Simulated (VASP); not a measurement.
## C: single point with PBEsol

C:

```
C
1.0
     2.42202    0.00000    0.00000
    -1.21101    2.09753    0.00000
     0.00000    0.00000    7.27798
C
4
Direct
  0.00000 0.00000 0.25000
  0.00000 0.00000 0.75000
  0.33333 0.66667 0.25000
  0.66667 0.33333 0.75000
```

This cell differs from its parent crystal: biaxial strain in the a-b plane: -1.5 %, then relaxed in part.

* Program: VASP 6.6.1
* Task: single point
* Functional: PBEsol
* Potentials or basis: VASP PAW PBE potentials, release 64 (C)
* Cutoff: 520 eV
* k mesh: 24 × 24 × 8
* Occupations: gaussian, width 0.1 eV
* Spin: no spin polarisation

The pressure is 13.2 GPa and the band gap on the k mesh is zero (band 8 reaches 4.23 eV, above the bottom of band 9 at 4.22 eV).

Stress tensor (GPa, compression positive):
```
19.78  0.00  0.00
 0.00 19.78  0.00
 0.00  0.00 -0.10
```

Levels at points of the mesh, in eV from the Fermi level:
```
           k point  band 5  band 6  band 7  band 8  band 9  band 10  band 11  band 12
(0.00, 0.00, 0.00)   -2.97   -2.97   -2.96   -2.96    3.33     8.44     8.65     8.65
(0.50, 0.00, 0.00)   -6.54   -6.52   -2.71   -2.28    1.48     2.00     7.79     8.01
(0.00, 0.00, 0.50)   -2.96   -2.96   -2.96   -2.96    5.40     5.40     8.66     8.66
(0.50, 0.00, 0.50)   -6.53   -6.53   -2.47   -2.47    1.65     1.65     7.90     7.90
```

Wall time 120 s on 1 thread of Intel(R) Xeon(R) Platinum 8375C CPU @ 2.90GHz (Ice Lake) (shared host), peak memory 0.24 GiB.

Caveat: the cell differs from its parent crystal (biaxial strain in the a-b plane: -1.5 %, then relaxed in part); the PAW data sets were made with another functional, which shifts forces and pressure a little; this functional lacks dispersion, which binds the layers, so the pressure and a relaxed spacing across them are unreliable.
